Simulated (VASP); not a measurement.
# Hf3Cu (Pm-3m) in VASP: further runs

The runs below take Hf3Cu through single point, relaxation of cell and atoms, with PBE.

Program: VASP 6.6.1. These are calculated values, not measurements. Logs are shortened: lines on timing, memory, paths and dates and some standing lists are left out, and cuts for length are marked.

### Step 1. The cell of the first run

Symmetry: Pm-3m, No. 221, cubic system. Conventional cell: a = 4.118 Å, b = 4.118 Å, c = 4.118 Å, α = 90.00°, β = 90.00°, γ = 90.00°. Within 3.8 Å of Hf (site symmetry 4/mmm) lie 8 Hf at 2.91 Å and 4 Cu at 2.91 Å. Cu (site symmetry m-3m) has 12 Hf at 2.91 Å within 3.8 Å.

### Step 2. Single point, PBE

INCAR reads:

```
PREC = Accurate
ENCUT = 520
EDIFF = 1E-6
ISMEAR = 0
SIGMA = 0.1
LREAL = F
LASPH = T
NELM = 100
ALGO = Fast
ISIF = 2
LWAVE = F
LCHARG = F
GGA = PE
NBANDS = 28
```

KPOINTS reads:

```
Automatic mesh
0
Gamma
  4 4 4
```

POSCAR reads:

```
Hf3Cu
1.0
    4.1183948993      0.0000000000      0.0000000000
    0.0000000000      4.1183948993      0.0000000000
    0.0000000000      0.0000000000      4.1183948993
Hf Cu
3 1
Direct
    0.0000000000      0.5000000000      0.5000000000
    0.5000000000      0.0000000000      0.5000000000
    0.5000000000      0.5000000000      0.0000000000
    0.0000000000      0.0000000000      0.0000000000
```

Potentials or basis: VASP PAW PBE potentials, release 64 (Hf_pv, Cu).

Command:

```
$ cat potpaw_PBE.64/Hf_pv/POTCAR potpaw_PBE.64/Cu/POTCAR > POTCAR
$ mpirun -np 1 vasp_std > vasp.out
```

OUTCAR:

```text
PREC = Accurate
   ENCUT = 520
   EDIFF = 1E-6
   ISMEAR = 0
   LREAL = F
   LASPH = T
   NELM = 100
   ISIF = 2
   GGA = PE

 ion  position               nearest neighbor table
   1  0.000  0.500  0.500-   2 2.91   3 2.91   4 2.91   3 2.91   4 2.91   2 2.91   4 2.91   4 2.91
                             2 2.91   3 2.91   3 2.91   2 2.91
   2  0.500  0.000  0.500-   1 2.91   3 2.91   4 2.91   3 2.91   4 2.91   1 2.91   3 2.91   3 2.91
                             1 2.91   4 2.91   4 2.91   1 2.91
   3  0.500  0.500  0.000-   1 2.91   2 2.91   4 2.91   1 2.91   2 2.91   2 2.91   4 2.91   2 2.91
                             1 2.91   4 2.91   1 2.91   4 2.91
   4  0.000  0.000  0.000-   1 2.91   2 2.91   3 2.91   1 2.91   2 2.91   1 2.91   3 2.91   1 2.91
                             2 2.91   3 2.91   2 2.91   3 2.91

  LATTYP: Found a simple cubic cell.
 ALAT       =     4.1183948993

  Lattice vectors:

 A1 = (   4.1183948993,   0.0000000000,   0.0000000000)
 A2 = (   0.0000000000,   4.1183948993,   0.0000000000)
 A3 = (   0.0000000000,   0.0000000000,   4.1183948993)

Analysis of symmetry for initial positions (statically):
=====================================================================
 Subroutine PRICEL returns:
 Original cell was already a primitive cell.

 Routine SETGRP: Setting up the symmetry group for a
 simple cubic supercell.

 Subroutine GETGRP returns: Found 48 space group operations
 (whereof 48 operations were pure point group operations)
 out of a pool of 48 trial point group operations.

The static configuration has the point symmetry O_h .

Analysis of symmetry for dynamics (positions and initial velocities):
=====================================================================
 Subroutine PRICEL returns:
 Original cell was already a primitive cell.

 Routine SETGRP: Setting up the symmetry group for a
 simple cubic supercell.

 Subroutine GETGRP returns: Found 48 space group operations
 (whereof 48 operations were pure point group operations)
 out of a pool of 48 trial point group operations.

The dynamic configuration has the point symmetry O_h .

 Subroutine INISYM returns: Found 48 space group operations
 (whereof 48 operations are pure point group operations),
 and found     1 'primitive' translations

----------------------------------------------------------------------------------------

                                     Primitive cell

  volume of cell :      69.8528

  direct lattice vectors                    reciprocal lattice vectors
     4.118394899  0.000000000  0.000000000     0.242813044  0.000000000  0.000000000
     0.000000000  4.118394899  0.000000000     0.000000000  0.242813044  0.000000000
     0.000000000  0.000000000  4.118394899     0.000000000  0.000000000  0.242813044

  length of vectors
     4.118394899  4.118394899  4.118394899     0.242813044  0.242813044  0.242813044

  position of ions in fractional coordinates (direct lattice)
     0.000000000  0.500000000  0.500000000
     0.500000000  0.000000000  0.500000000
     0.500000000  0.500000000  0.000000000
     0.000000000  0.000000000  0.000000000

  ion indices of the primitive-cell ions
   primitive index   ion index
                 1           1
                 2           2
                 3           3
                 4           4

----------------------------------------------------------------------------------------

 KPOINTS: Automatic mesh

Automatic generation of k-mesh.
 Grid dimensions read from file:
 generate k-points for:    4    4    4

 Generating k-lattice:

  Cartesian coordinates                     Fractional coordinates (reciprocal lattice)
     0.060703261  0.000000000  0.000000000     0.250000000  0.000000000  0.000000000
     0.000000000  0.060703261  0.000000000     0.000000000  0.250000000  0.000000000
     0.000000000  0.000000000  0.060703261     0.000000000  0.000000000  0.250000000

  Length of vectors
     0.060703261  0.060703261  0.060703261

  Shift w.r.t. Gamma in fractional coordinates (k-lattice)
     0.000000000  0.000000000  0.000000000

 Subroutine IBZKPT returns following result:
 ===========================================

 Found     10 irreducible k-points:

 Following reciprocal coordinates:
            Coordinates               Weight
  0.000000  0.000000  0.000000      1.000000
  0.250000  0.000000  0.000000      6.000000
  0.500000  0.000000  0.000000      3.000000
  0.250000  0.250000  0.000000     12.000000
  0.500000  0.250000  0.000000     12.000000
  0.500000  0.500000  0.000000      3.000000
  0.250000  0.250000  0.250000      8.000000
  0.500000  0.250000  0.250000     12.000000
  0.500000  0.500000  0.250000      6.000000
  0.500000  0.500000  0.500000      1.000000
   k-points           NKPTS =     10   k-points in BZ     NKDIM =     10   number of bands    NBANDS=     28
   number of dos      NEDOS =    301   number of ions     NIONS =      4
   total plane-waves  NPLWV =  32768
   dimension x,y,z NGX =    32 NGY =   32 NGZ =   32
   dimension x,y,z NGXF=    64 NGYF=   64 NGZF=   64
   ions per type =               3   1
   NGX,Y,Z   is equivalent  to a cutoff of  12.92, 12.92, 12.92 a.u.
   NGXF,Y,Z  is equivalent  to a cutoff of  25.83, 25.83, 25.83 a.u.
 SYSTEM =  unknown system
   PREC   = accura    normal or accurate (medium, high low for compatibility)
   ISTART =      0    job   : 0-new  1-cont  2-samecut
   ICHARG =      2    charge: 1-file 2-atom 10-const
   ISPIN  =      1    spin polarized calculation?
   LNONCOLLINEAR =      F non collinear calculations
   LSORBIT =      F    spin-orbit coupling
   LASPH  =      T    aspherical Exc in radial PAW
   ENCUT  =  520.0 eV  38.22 Ry    6.18 a.u.   7.66  7.66  7.66*2*pi/ulx,y,z
   NELM   =    100;   NELMIN=  2; NELMDL= -5     # of ELM steps
   EDIFF  = 0.1E-05   stopping-criterion for ELM
   LREAL  =      F    real-space projection
   EDIFFG = 0.1E-04   stopping-criterion for IOM
   NSW    =      0    number of steps for IOM
   IBRION =     -1    ionic relax: 0-MD 1-quasi-New 2-CG
   NFREE  =      0    steps in history (QN), initial steepest desc. (CG)
   ISIF   =      2    stress and relaxation
   ISYM   =      2    0-nonsym 1-usesym 2-fastsym
   POTIM  = 0.5000    time-step for ionic-motion
   TEBEG  =    0.0;   TEEND  =   0.0 temperature during run
   PSTRESS=    0.0 pullay stress
   NELECT =      41.0000    total number of electrons
   NUPDOWN=      -1.0000    fix difference up-down
   EMIN   =  10.00;   EMAX   =-10.00  energy-range for DOS
   EFERMI =   0.00;   METHOD = LEGACY
   ISMEAR =     0;   SIGMA  =   0.10  broadening in eV -4-tet -1-fermi 0-gaus
   EFERMI_NEDOS =   21; number of points for ismear=-14 and -15
   IALGO  =     68    algorithm
   IMIX   =      4    mixing-type and parameters
     AMIX     =   0.40;   BMIX     =  1.00
     AMIX_MAG =   1.60;   BMIX_MAG =  1.00
  volume/ion in A,a.u.               =      17.46       117.85
  Fermi-wavevector in a.u.,A,eV,Ry     =   1.370697  2.590242 25.562766  1.878810
  Thomas-Fermi vector in A             =   2.496460
   LORBIT       =      0    0 simple, 1 ext, 2 COOP (PROOUT), +10 PAW based schemes
   GGA     = PE    functional components
   LHFCALC =     F    Hartree Fock is set to
   AEXX    =    0.0000 exact exchange contribution
   IVDW    =     0    specifies the selected vdW correction
   LEPSILON=     F    determine dielectric tensor
   LRPA    =     F    only Hartree local field effects (RPA)
 non-spin polarized calculation
 RMM-DIIS sequential band-by-band and
 Gauss-broadening in eV      SIGMA  =   0.10
  energy-cutoff  :      520.00
  volume of cell :       69.85
 maximum number of plane-waves:      1924
 NGX is ok and might be reduce to    32
   NGX = 15   NGY = 15   NGZ = 15

 number of electron      40.9999976 magnetization

 Free energy of the ion-electron system (eV)
  ---------------------------------------------------
  ext. energy  EPLUGINS =         0.00000000
  ---------------------------------------------------
  free energy    TOTEN  =       -32.72912327 eV

  energy without entropy =      -32.68520623  energy(sigma->0) =      -32.70716475

 E-fermi :   5.8973     XC(G=0): -12.0884

 val. band max:        5.8462672173   @ k =   0.2500   0.2500   0.0000
 cond. band min:       5.9125482325   @ k =   0.5000   0.2500   0.2500
 fundamental gap:      0.0662810152
 Fermi energy:         5.8972793468

 k-point     1 :       0.0000    0.0000    0.0000
  band No.  band energies     occupation
      1     -24.6626      2.00000
      2     -24.6626      2.00000
      3     -24.6626      2.00000
      4     -23.9153      2.00000
      5     -23.9153      2.00000
      6     -23.9153      2.00000
[... 20 lines left out ...]
     27      10.1474      0.00000
     28      12.3860      0.00000

 k-point     2 :       0.2500    0.0000    0.0000
  band No.  band energies     occupation
      1     -24.5733      2.00000
      2     -24.5733      2.00000
      3     -24.5209      2.00000
      4     -23.9551      2.00000
      5     -23.9551      2.00000
      6     -23.9312      2.00000
[... 20 lines left out ...]
     27      10.7958      0.00000
     28      10.7960      0.00000

 k-point     3 :       0.5000    0.0000    0.0000
  band No.  band energies     occupation
      1     -24.4506      2.00000
      2     -24.4506      2.00000
      3     -24.1795      2.00000
      4     -24.1037      2.00000
      5     -24.0332      2.00000
      6     -24.0332      2.00000
[... 20 lines left out ...]
     27       9.6689      0.00000
     28       9.7277      0.00000

 k-point     4 :       0.2500    0.2500    0.0000
  band No.  band energies     occupation
      1     -24.6374      2.00000
      2     -24.4777      2.00000
      3     -24.3060      2.00000
      4     -24.1746      2.00000
      5     -23.9738      2.00000
      6     -23.8668      2.00000
[... 144 lines left out ...]
     27       9.8481      0.00000
     28      10.5536      0.00000

 k-point     9 :       0.5000    0.5000    0.2500
  band No.  band energies     occupation
      1     -24.9070      2.00000
      2     -24.5564      2.00000
      3     -24.4055      2.00000
      4     -24.4055      2.00000
      5     -23.7551      2.00000
      6     -23.6800      2.00000
[... 20 lines left out ...]
     27       9.8479      0.00000
     28       9.8492      0.00000

 k-point    10 :       0.5000    0.5000    0.5000
  band No.  band energies     occupation
      1     -25.0889      2.00000
      2     -24.5527      2.00000
      3     -24.5527      2.00000
      4     -24.5527      2.00000
      5     -23.5502      2.00000
      6     -23.5502      2.00000
[... 20 lines left out ...]
     27       9.5266      0.00000
     28       9.5273      0.00000

------------------------ aborting loop because EDIFF is reached ----------------------------------------

  FORCE on cell =-STRESS in cart. coord.  units (eV):
  Direction    XX          YY          ZZ          XY          YZ          ZX
  --------------------------------------------------------------------------------------
  -------------------------------------------------------------------------------------
  Total        6.8407000      6.8407000      6.8407000      0.0000000     -0.0000000      0.0000000
  in kB      156.9015240    156.9015240    156.9015240      0.0000000     -0.0000000      0.0000000
  external PRESSURE =     156.9015240 kB  Pullay stress =       0.0000000 kB

 VOLUME and BASIS-vectors are now :
 -----------------------------------------------------------------------------
  energy-cutoff  :      520.00
  volume of cell :       69.85
      direct lattice vectors                 reciprocal lattice vectors
     4.118394899  0.000000000  0.000000000     0.242813044  0.000000000  0.000000000
     0.000000000  4.118394899  0.000000000     0.000000000  0.242813044  0.000000000
     0.000000000  0.000000000  4.118394899     0.000000000  0.000000000  0.242813044

 POSITION                                       TOTAL-FORCE (eV/Angst)
 -----------------------------------------------------------------------------------
      0.00000      2.05920      2.05920         0.000000      0.000000      0.000000
      2.05920      0.00000      2.05920         0.000000      0.000000      0.000000
      2.05920      2.05920      0.00000         0.000000      0.000000      0.000000
      0.00000      0.00000      0.00000         0.000000      0.000000      0.000000
 -----------------------------------------------------------------------------------
    total drift:                                0.000000     -0.000000     -0.000000

  FREE ENERGIE OF THE ION-ELECTRON SYSTEM (eV)
  ---------------------------------------------------
  free  energy   TOTEN  =       -32.7291232739 eV

  energy  without entropy=      -32.6852062288  energy(sigma->0) =      -32.70716475
```

Run time: 26 s. Hardware: 1 thread of Intel Xeon Platinum 8488C (Sapphire Rapids), shared host; peak memory 0.17 GiB.

What came out:

```
Free energy : -32.7291 eV
Pressure    : 15.7 GPa
```

Caveat: the k points lie up to 0.38 Å⁻¹ apart; spin-orbit coupling is left out, which moves the levels of the heavy elements.

[end of part 1 of 2]
